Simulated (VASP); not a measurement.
A run of VASP 6.6.1 is set up as follows.

File INCAR:

```
ALGO = Normal
EDIFF = 1E-7
ENCUT = 520
GGA = PE
ISIF = 2
ISMEAR = 0
LASPH = T
LCHARG = F
LREAL = F
LWAVE = F
NBANDS = 21
NELM = 80
PREC = Accurate
SIGMA = 0.1
```

Contents of KPOINTS:

```
k-points
0
Gamma
  12 12 12
```

Contents of POSCAR:

```
Ge
1.0
    0.0000000000      2.8803343760      2.8803343760
    2.8803343760      0.0000000000      2.8803343760
    2.8803343760      2.8803343760      0.0000000000
Ge
2
Direct
    0.2500000000      0.2500000000      0.2500000000
    0.0000000000      0.0000000000      0.0000000000
```

Potentials or basis: VASP PAW PBE potentials, release 64 (Ge_d).

The run is started by

```bash
$ cat potpaw_PBE.64/Ge_d/POTCAR > POTCAR
$ mpirun -np 1 vasp_std > vasp.out
```

Predict the band gap on the k mesh.

zero (filled and empty bands touch).

Estimate the pressure.

0.0 GPa.
